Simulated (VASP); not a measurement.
**H6C3F4: single point with r2SCAN+D3(BJ)**

H6C3F4:

```xyz
39
Lattice="7.9057 0.0000 0.0000 0.0000 7.9057 0.0000 0.0000 0.0000 7.9057" Properties=species:S:1:pos:R:3 pbc="T T T"
C     7.0883    5.8627    0.4522
C     7.1044    4.5705    1.2914
C     6.9248    2.6518    5.6624
C     5.8914    2.8570    4.6218
C    -0.2706    7.0176    3.8468
C     0.9335    6.2143    4.2169
C     3.3663    4.5955    7.9213
C     2.8972    0.8345    7.5239
C     2.5453    1.8561    3.2587
H     7.8681    5.9957   -0.2257
H     6.1801    5.9187   -0.1880
H     7.1257    6.8189    1.0554
H     6.2032    4.4669    1.8455
H     7.2302    3.7183    0.6339
H     7.9341    4.6005    1.9818
H     7.4760    3.5452    6.0591
H     6.4104    2.1682    6.5187
H     7.7114    1.8855    5.4399
H     5.3745    1.9358    4.4591
H     5.1163    3.5788    4.8351
H     6.2752    3.0552    3.6271
H    -0.8817    7.3104    4.6820
H    -0.0196    7.9960    3.4755
H    -0.9265    6.5073    3.2191
H     1.6884    6.0689    3.4003
H     1.5073    6.7943    4.9513
H     0.7606    5.2120    4.5727
F     3.9339    5.7828    8.0685
F     2.4437    4.5336    8.8767
F     2.8153    4.4821    6.7548
F     4.2608    3.6412    8.0241
F     3.8769    0.9159    8.4278
F     1.9976   -0.0571    7.9136
F     2.2236    1.9337    7.4581
F     3.4415    0.5032    6.3716
F     3.1543    0.6929    3.3615
F     1.4600    1.7497    2.5655
F     2.1627    2.2689    4.4848
F     3.3542    2.7232    2.6864
```

```json
{
 "Program": "VASP 6.6.1",
 "Task": "single point",
 "Functional": "r2SCAN",
 "Dispersion": "D3(BJ)",
 "Potentials or basis": "VASP PAW PBE potentials, release 64 (C, H, F)",
 "Cutoff": "520 eV",
 "k mesh": "1 × 1 × 1",
 "Occupations": "fermi-dirac, width 0.02 eV",
 "Spin": "no spin polarisation"
}
```

- Pressure: 2.4 GPa
- Largest force: 2.494 eV/Å
- Band gap on the k mesh: 7.20 eV
- Dispersion energy per atom: -0.016 eV

Forces on the atoms (eV/Å):
```
C   -1.983  0.948  0.965
C    0.846  1.105 -1.013
C    1.191 -0.694  2.029
C   -0.049 -0.088 -1.295
C    0.204  0.720  0.881
C    1.886  0.445 -0.308
C   -0.168  0.616  0.932
C    0.235 -1.093  0.853
C    0.174  0.290  1.317
H    1.766 -0.341 -1.092
H    0.449 -0.032  0.532
H   -0.300 -1.079 -0.313
H   -0.821 -0.135  0.468
H   -0.043 -0.326 -0.038
H    0.280 -0.146  0.299
H   -0.636 -0.527 -0.515
H    0.293  0.496  0.045
H   -0.607  0.687 -0.409
H   -0.516 -0.881  0.082
H   -0.025  0.478  0.333
H    0.339  0.488 -0.164
H   -0.218 -0.310  1.000
H    0.296  0.216 -0.806
H   -0.981 -0.696 -1.437
H   -0.816  0.278  0.150
H   -0.026 -0.414  0.271
H   -0.418 -0.274  0.451
F    0.663  0.681 -0.296
F   -0.459 -0.613  0.314
F   -0.996  0.248 -1.723
F    0.860 -0.652  0.604
F    0.092  0.067  0.230
F   -0.098 -1.472  0.172
F   -0.401  2.402 -0.538
F    0.070 -0.155 -0.730
F    0.366 -0.733  0.112
F   -1.604 -0.334 -1.558
F    0.610  0.238  0.132
F    0.546  0.594  0.063
```

Stress tensor (GPa, compression positive):
```
 2.29  0.51  0.75
 0.51  1.92 -0.73
 0.75 -0.73  2.91
```

Levels at points of the mesh, in eV from the valence-band top:
| k point | band 65 | band 66 | band 67 | band 68 | band 69 | band 70 | band 71 | band 72 | band 73 | band 74 |
| --- | --- | --- | --- | --- | --- | --- | --- | --- | --- | --- |
| (0.00, 0.00, 0.00) | -0.57 | -0.46 | -0.41 | -0.20 | 0.00 | 7.20 | 8.77 | 9.05 | 9.10 | 9.41 |

It took 2.9 min on 1 thread of Intel(R) Xeon(R) 6975P-C (Granite Rapids) (shared host), peak memory 0.53 GiB.

Caveat: the k points lie up to 0.79 Å⁻¹ apart; the atoms stand as in a frame of molecular dynamics; the PAW data sets were made with another functional, which shifts forces and pressure a little.
